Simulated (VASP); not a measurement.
# Zn3O3H14 in VASP: single point with PBEsol

Aim: the single point of Zn3O3H14 with PBEsol.

Everything below comes from runs of VASP 6.6.1. Logs are shortened: lines on timing, memory, paths and dates and some standing lists are left out, and cuts for length are marked.

## (1) The cell of the first run

The cell holds a cluster in a box, 20 atoms: a = 12.200 Å, b = 13.300 Å, c = 14.400 Å, α = 90.00°, β = 90.00°, γ = 90.00°.

## (2) Single point, PBEsol

File INCAR:

```
PREC     = Accurate       # precision mode
ENCUT    = 1000           # plane-wave cutoff, eV
EDIFF    = 1E-6           # SCF threshold, eV
ISMEAR   = 0              # smearing method
SIGMA    = 0.05           # smearing width, eV
LREAL    = Auto         
LASPH    = True           # aspherical terms in the spheres
NELM     = 120            # most SCF steps
ALGO     = Normal         # electronic algorithm
ISIF     = 2              # what is computed and relaxed
LWAVE    = False          # write WAVECAR
LCHARG   = False          # write CHGCAR
GGA      = PS             # functional
NBANDS   = 50             # bands
GGA_COMPAT= False
```

File KPOINTS:

```
regular mesh
0
Gamma
  1 1 1
```

File POSCAR:

```
Zn3H14O3
1.0
   12.2000000000      0.0000000000      0.0000000000
    0.0000000000     13.3000000000      0.0000000000
    0.0000000000      0.0000000000     14.4000000000
Zn O H
3 3 14
Direct
    0.4152253737      0.4815065260      0.3953183597
    0.6023798024      0.4394303285      0.5834921425
    0.4686630678      0.6529391385      0.5829096691
    0.5733148650      0.4314346850      0.3645154423
    0.4444082859      0.6323738722      0.3643254245
    0.4545167144      0.5034194888      0.5280496024
    0.3189882440      0.4292089044      0.3483521322
    0.5733143177      0.4028230130      0.6811489455
    0.5422153624      0.2658078665      0.5408063207
    0.6847698795      0.4633344791      0.5024534359
    0.4210812257      0.6486375102      0.6811318905
    0.2740765501      0.6951621629      0.5425645420
    0.5312224316      0.7063929641      0.5011207001
    0.5494407527      0.2742733156      0.4886664417
    0.6248667058      0.4465495766      0.4182763441
    0.6112361336      0.4469559558      0.3070184623
    0.2849464678      0.6958423580      0.4903001646
    0.4845258344      0.6663794264      0.4177528410
    0.4770090558      0.6551608343      0.3065574237
    0.3990401421      0.4740999289      0.5684522704
```

Potentials or basis: VASP PAW PBE potentials, release 64 (Zn, O_h, H_h).

The run is started by

```
> cat potpaw_PBE.64/Zn/POTCAR potpaw_PBE.64/O_h/POTCAR potpaw_PBE.64/H_h/POTCAR > POTCAR
> mpirun -np 1 vasp_gam > vasp.out
```

OUTCAR:

```text
PREC = Accurate
   ENCUT = 1000
   EDIFF = 1E-6
   ISMEAR = 0
   LREAL = Auto
   LASPH = True
   NELM = 120
   ISIF = 2
   GGA = PS

 ion  position               nearest neighbor table
   1  0.415  0.482  0.395-   7 1.52   6 1.99   5 2.09   4 2.09
   2  0.602  0.439  0.583-   8 1.53  10 1.57   6 2.15
   3  0.469  0.653  0.583-  11 1.53  13 1.57   6 2.15
   4  0.573  0.431  0.365-  16 0.97  15 1.02   1 2.09
   5  0.444  0.632  0.364-  19 0.97  18 1.02   1 2.09
   6  0.455  0.503  0.528-  20 0.97   1 1.99   3 2.15   2 2.15
   7  0.319  0.429  0.348-   1 1.52
   8  0.573  0.403  0.681-   2 1.53
   9  0.542  0.266  0.541-  14 0.76
  10  0.685  0.463  0.502-   2 1.57
  11  0.421  0.649  0.681-   3 1.53
  12  0.274  0.695  0.543-  17 0.76
  13  0.531  0.706  0.501-   3 1.57
  14  0.549  0.274  0.489-   9 0.76
  15  0.625  0.447  0.418-   4 1.02
  16  0.611  0.447  0.307-   4 0.97
  17  0.285  0.696  0.490-  12 0.76
  18  0.485  0.666  0.418-   5 1.02
  19  0.477  0.655  0.307-   5 0.97
  20  0.399  0.474  0.568-   6 0.97

  LATTYP: Found a simple orthorhombic cell.
 ALAT       =    12.2000000000
 B/A-ratio  =     1.0901639344
 C/A-ratio  =     1.1803278689

  Lattice vectors:

 A1 = (  12.2000000000,   0.0000000000,   0.0000000000)
 A2 = (   0.0000000000,  13.3000000000,   0.0000000000)
 A3 = (   0.0000000000,   0.0000000000,  14.4000000000)

Analysis of symmetry for initial positions (statically):
=====================================================================
 Subroutine PRICEL returns:
 Original cell was already a primitive cell.

 Routine SETGRP: Setting up the symmetry group for a
 simple orthorhombic supercell.

 Subroutine GETGRP returns: Found  1 space group operations
 (whereof  1 operations were pure point group operations)
 out of a pool of  8 trial point group operations.

The static configuration has the point symmetry C_1 .

Analysis of symmetry for dynamics (positions and initial velocities):
=====================================================================
 Subroutine PRICEL returns:
 Original cell was already a primitive cell.

 Routine SETGRP: Setting up the symmetry group for a
 simple orthorhombic supercell.

 Subroutine GETGRP returns: Found  1 space group operations
 (whereof  1 operations were pure point group operations)
 out of a pool of  8 trial point group operations.

The dynamic configuration has the point symmetry C_1 .
[... 114 lines left out ...]
   NSW    =      0    number of steps for IOM
   IBRION =     -1    ionic relax: 0-MD 1-quasi-New 2-CG
   NFREE  =      0    steps in history (QN), initial steepest desc. (CG)
   ISIF   =      2    stress and relaxation
   ISYM   =      2    0-nonsym 1-usesym 2-fastsym
   POTIM  = 0.5000    time-step for ionic-motion
   TEBEG  =    0.0;   TEEND  =   0.0 temperature during run
   PSTRESS=    0.0 pullay stress
   NELECT =      68.0000    total number of electrons
   NUPDOWN=      -1.0000    fix difference up-down
   EMIN   =  10.00;   EMAX   =-10.00  energy-range for DOS
   EFERMI =   0.00;   METHOD = LEGACY
   ISMEAR =     0;   SIGMA  =   0.05  broadening in eV -4-tet -1-fermi 0-gaus
   EFERMI_NEDOS =   21; number of points for ismear=-14 and -15
   IALGO  =     38    algorithm
   IMIX   =      4    mixing-type and parameters
     AMIX     =   0.40;   BMIX     =  1.00
     AMIX_MAG =   1.60;   BMIX_MAG =  1.00
  volume/ion in A,a.u.               =     116.83       788.39
  Fermi-wavevector in a.u.,A,eV,Ry     =   0.503562  0.951595  3.450096  0.253575
  Thomas-Fermi vector in A             =   1.513145
   LORBIT       =      0    0 simple, 1 ext, 2 COOP (PROOUT), +10 PAW based schemes
   GGA     = PS    functional components
   LHFCALC =     F    Hartree Fock is set to
   AEXX    =    0.0000 exact exchange contribution
   IVDW    =     0    specifies the selected vdW correction
   LEPSILON=     F    determine dielectric tensor
   LRPA    =     F    only Hartree local field effects (RPA)
 non-spin polarized calculation
 Gauss-broadening in eV      SIGMA  =   0.05
  energy-cutoff  :     1000.00
  volume of cell :     2336.54
 maximum number of plane-waves:     83949
 NGX is ok and might be reduce to   126
   NGX = 63   NGY = 69   NGZ = 75

 number of electron      67.9999998 magnetization

 Free energy of the ion-electron system (eV)
  ---------------------------------------------------
  ext. energy  EPLUGINS =         0.00000000
  ---------------------------------------------------
  free energy    TOTEN  =       -71.20852154 eV

  energy without entropy =      -71.20852154  energy(sigma->0) =      -71.20852154

 E-fermi :  -5.8223     XC(G=0):  -1.1972

 val. band max:       -6.1004512375   @ k =   0.0000   0.0000   0.0000
 cond. band min:      -1.2443081225   @ k =   0.0000   0.0000   0.0000
 fundamental gap:      4.8561431150
 Fermi energy:        -5.8222652923

 k-point     1 :       0.0000    0.0000    0.0000
  band No.  band energies     occupation
      1     -25.9014      2.00000
      2     -25.8041      2.00000
      3     -24.4391      2.00000
      4     -14.1397      2.00000
      5     -14.0084      2.00000
      6     -12.1312      2.00000
[... 38 lines left out ...]
     45       0.7104      0.00000
     46       0.8128      0.00000
 [bands above 46 left out]

------------------------ aborting loop because EDIFF is reached ----------------------------------------

  FORCE on cell =-STRESS in cart. coord.  units (eV):
  Direction    XX          YY          ZZ          XY          YZ          ZX
  --------------------------------------------------------------------------------------
  -------------------------------------------------------------------------------------
  Total        0.0334597      0.0379040      0.2110122      0.0130653     -0.0081611      0.0178868
  in kB        0.0229435      0.0259909      0.1446919      0.0089589     -0.0055961      0.0122650
  external PRESSURE =       0.0645421 kB  Pullay stress =       0.0000000 kB

 VOLUME and BASIS-vectors are now :
 -----------------------------------------------------------------------------
  energy-cutoff  :     1000.00
  volume of cell :     2336.54
      direct lattice vectors                 reciprocal lattice vectors
    12.200000000  0.000000000  0.000000000     0.081967213  0.000000000  0.000000000
     0.000000000 13.300000000  0.000000000     0.000000000  0.075187970  0.000000000
     0.000000000  0.000000000 14.400000000     0.000000000  0.000000000  0.069444444

 POSITION                                       TOTAL-FORCE (eV/Angst)
 -----------------------------------------------------------------------------------
      5.06575      6.40404      5.69258        -0.039557     -0.023058     -0.059753
      7.34903      5.84442      8.40229         0.023073     -0.007416      0.003163
      5.71769      8.68409      8.39390         0.005189      0.023914     -0.000167
      6.99444      5.73808      5.24902         0.005445     -0.017855      0.021123
      5.42178      8.41057      5.24629        -0.014266      0.018823      0.017884
      5.54510      6.69548      7.60391        -0.006634     -0.002367      0.044773
[... 12 lines left out ...]
      5.81951      8.71364      4.41443         0.008003      0.007027     -0.041118
      4.86829      6.30553      8.18571        -0.004881     -0.002562     -0.001903
 -----------------------------------------------------------------------------------
    total drift:                               -0.003653     -0.005071     -0.006799

  FREE ENERGIE OF THE ION-ELECTRON SYSTEM (eV)
  ---------------------------------------------------
  free  energy   TOTEN  =       -71.2085215423 eV

  energy  without entropy=      -71.2085215423  energy(sigma->0) =      -71.20852154
```

OSZICAR:

```text
N       E                     dE             d eps       ncg     rms          rms(c)
DAV:   1     0.620069145885E+03    0.62007E+03   -0.28799E+04   100   0.153E+03
DAV:   2     0.147828712269E+03   -0.47224E+03   -0.45480E+03   150   0.247E+02
DAV:   3    -0.542612897153E+02   -0.20209E+03   -0.19863E+03   184   0.125E+02
[... 22 lines left out ...]
DAV:  26    -0.712085133294E+02   -0.29686E-05   -0.10248E-07    88   0.488E-03    0.809E-04
DAV:  27    -0.712085173426E+02   -0.40132E-05   -0.44873E-07    96   0.350E-03    0.102E-03
DAV:  28    -0.712085198356E+02   -0.24930E-05   -0.64043E-08    88   0.299E-03    0.977E-04
DAV:  29    -0.712085210298E+02   -0.11942E-05    0.30622E-08    96   0.124E-03    0.779E-04
DAV:  30    -0.712085215423E+02   -0.51248E-06    0.45090E-08    88   0.920E-04
   1 F= -.71208522E+02 E0= -.71208522E+02  d E =-.101584E-14
```

Wall time 11 min (1 thread of Intel Xeon 6975P-C (Granite Rapids), shared host); peak memory 4 GiB.

Results:

| Property | Result |
| --- | --- |
| Free energy | -71.2085 eV |
| Largest force | 0.075 eV/Å |
| Gap between the frontier levels | 4.86 eV |

Forces in eV/Å, atoms in the order of the input:
```
Zn  -0.040 -0.023 -0.060
Zn   0.023 -0.007  0.003
Zn   0.005  0.024  0.000
O    0.005 -0.018  0.021
O   -0.014  0.019  0.018
O   -0.007 -0.002  0.045
H   -0.012 -0.007 -0.007
H   -0.003 -0.005  0.023
H   -0.001  0.002  0.010
H    0.008  0.001 -0.008
H   -0.005 -0.001  0.021
H    0.004 -0.004  0.008
H    0.001  0.005 -0.008
H   -0.002  0.002 -0.010
H    0.016 -0.003  0.018
H    0.010  0.005 -0.038
H    0.001 -0.004 -0.008
H    0.008  0.012  0.016
H    0.008  0.007 -0.041
H   -0.005 -0.003 -0.002
```

Levels at points of the mesh, in eV from the valence-band top:
```tsv
k point	band 32	band 33	band 34	band 35	band 36	band 37
(0.00, 0.00, 0.00)	-0.16	-0.07	0.00	4.86	5.04	5.36
```

Caveat: the PAW data sets were made with another functional, which shifts forces and pressure a little.
